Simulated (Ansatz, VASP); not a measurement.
**Two plane-wave programs on CoSiGe3**

Contents of INCAR:

```
SYSTEM = CoSiGe3
  PREC = Accurate
  ENCUT = 520
  EDIFF = 1E-6
  ISMEAR = 0
  SIGMA = 0.1
  LREAL = .FALSE.
  LASPH = .TRUE.
  NELM = 150
  ALGO = Normal
  ISIF = 2
  LWAVE = .FALSE.
  LCHARG = .FALSE.
  ISPIN = 2
  MAGMOM = 3 0 0 0 0
  LORBIT = 11
  LMAXMIX = 4
  GGA = PE
  NBANDS = 40
```

The input KPOINTS:

```
Automatic mesh
0
G
  4 4 4
  0 0 0
```

File POSCAR:

```
CoSiGe3
1.0
    4.3059372500      0.0000000000      0.0000000000
    0.0000000000      4.3059372500      0.0000000000
    0.0000000000      0.0000000000      4.3059372500
Co Si Ge
1 1 3
Direct
    0.0000000000      0.0000000000      0.0000000000
    0.5000000000      0.5000000000      0.5000000000
    0.0000000000      0.5000000000      0.5000000000
    0.5000000000      0.5000000000      0.0000000000
    0.5000000000      0.0000000000      0.5000000000
```

Input for Ansatz:

```yaml
crystal:
  lattice:
    - [4.30593725, 0.0, 0.0]
    - [0.0, 4.30593725, 0.0]
    - [0.0, 0.0, 4.30593725]
  atoms:
    - { symbol: Co, position: [0.0, 0.0, 0.0], spin: 3.0 }
    - { symbol: Si, position: [0.5, 0.5, 0.5] }
    - { symbol: Ge, position: [0.0, 0.5, 0.5] }
    - { symbol: Ge, position: [0.5, 0.5, 0.0] }
    - { symbol: Ge, position: [0.5, 0.0, 0.5] }
basis:
  ecutwfc: 420
kpoints:
  mp_grid: { grid: [4, 4, 4] }
hamiltonian:
  xc: pbe
scf:
  occupations: { method: gaussian, width: 0.1 }
  lower_state_search: "off"
output:
  forces: true
  stress: true
  eigenvalues: true
  populations: true
magnetization:
  spin_polarized: true
```

Change from the starting cell: species swapped into the EuBRh3 type (Pm-3m, No. 221).

Alike in both runs: task single point; functional PBE; k mesh 4 × 4 × 4; occupations gaussian, width 0.1 eV; collinear spin.

```csv
,VASP,Ansatz
version,VASP 6.6.1,Ansatz 0.2.0
potentials or method,"VASP PAW PBE potentials, release 64 (Co, Si, Ge_d), cutoff 520 eV","scalar-relativistic, plane waves, PAW"
valence electrons in the cell,55,63
```

VASP gave:

- gap on the k mesh at the Fermi level (eV): none
- net moment per atom (μB): 0.18
- size of the moment on the site where the two differ most (μB): 1.23

Q: Estimate Ansatz's values.

A: gap on the k mesh at the Fermi level (eV): none; net moment per atom (μB): 0.18; size of the moment on the site where the two differ most (μB): 1.27.

Site moments also hang on the region over which each program counts them. A gap of «none» marks a metal or a gap that the smearing closes. VASP's potentials hold 55 valence electrons a cell and Ansatz's 63, so a difference there can come from the potentials and not from the codes.

The k mesh is coarse, so the values compare programs but aren't converged.
